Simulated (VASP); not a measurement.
# SiRh12: single point with PBE

SiRh12, a slab with vacuum:

```
Rh Si
1.0
     5.41659    0.00000    0.00000
     0.00000    5.41659    0.00000
     0.00000    0.00000   19.17374
Rh Si
12 1
Cartesian
  1.3541 1.3541 4.0000
  1.3541 4.0624 4.0000
  4.0624 1.3541 4.0000
  4.0624 4.0624 4.0000
  0.0000 0.0000 5.8384
  0.0000 2.7083 5.8384
  2.7083 0.0000 5.8384
  2.7083 2.7083 5.8384
  1.3541 1.3541 7.6737
  1.3541 4.0624 7.6737
  4.0624 1.3541 7.6737
  4.0624 4.0624 7.6737
  1.8055 1.8055 9.7130
```

```yaml
Program: VASP 6.6.1
Task: single point
Functional: PBE
Potentials_or_basis: VASP PAW PBE potentials, release 64 (Rh_pv, Si)
Cutoff: 520 eV
k_mesh: 5 × 5 × 1
Occupations: gaussian, width 0.1 eV
Spin: no spin polarisation
```

The largest force is 0.822 eV/Å and the band gap on the k mesh is zero (bands 92 and 93 overlap by 0.79 eV).

Forces in eV/Å, atoms in the order of the input:
```
Rh  -0.001 -0.001  0.046
Rh   0.025 -0.014 -0.039
Rh  -0.014  0.025 -0.039
Rh  -0.048 -0.048 -0.272
Rh  -0.098 -0.098 -0.112
Rh  -0.003  0.010  0.032
Rh   0.010 -0.003  0.032
Rh   0.010  0.010 -0.075
Rh  -0.243 -0.243 -0.647
Rh   0.057 -0.251  0.501
Rh  -0.251  0.057  0.501
Rh  -0.025 -0.025  0.032
Si   0.581  0.581  0.038
```

Levels at points of the mesh, in eV from the Fermi level:
```tsv
k point	band 89	band 90	band 91	band 92	band 93	band 94	band 95	band 96	band 97	band 98
(0.00, 0.00, 0.00)	0.26	0.34	0.36	0.43	0.52	0.54	0.65	0.67	0.67	0.86
```

Wall time 43 min on 1 thread of Intel Xeon 8259CL (shared host), peak memory 0.69 GiB.
